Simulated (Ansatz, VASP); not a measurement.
One calculation of MgS, two programs

```
Mg S
1.0
    -0.02789    2.61335    2.61335
     2.61335   -0.02789    2.61335
     2.61335    2.61335   -0.02789
Mg S
1 1
Direct
  0.00000 0.00000 0.00000
  0.50000 0.50000 0.50000
```

Change from the starting cell: strained cell.

Alike in both runs: functional PBE; k mesh 6 × 6 × 6; occupations gaussian, width 0.02 eV; no spin polarisation.

Ansatz relaxed the structure, and its values are those at the end. VASP's run is a single point on that final structure, the one shown.

|  | VASP | Ansatz |
| --- | --- | --- |
| version | VASP 6.6.1 | Ansatz 0.2.0 |
| potentials or method | VASP PAW PBE potentials, release 64 (Mg, S), cutoff 600 eV | scalar-relativistic, plane waves, PAW |
| valence electrons in the cell | 8 | 16 |

|  | VASP | Ansatz | Ansatz less VASP |
| --- | --- | --- | --- |
| gap on the k mesh at the Fermi level (eV) | 2.61 | 2.63 | +0.015 |
| least direct gap on the mesh (eV) | 3.38 | 3.40 | +0.012 |
| pressure (GPa) | -1.3 | -1.0 | +0.27 |

VASP's potentials hold 8 valence electrons a cell and Ansatz's 16, so a difference there can come from the potentials and not from the codes. Ansatz's warnings: stress scf threshold loose.
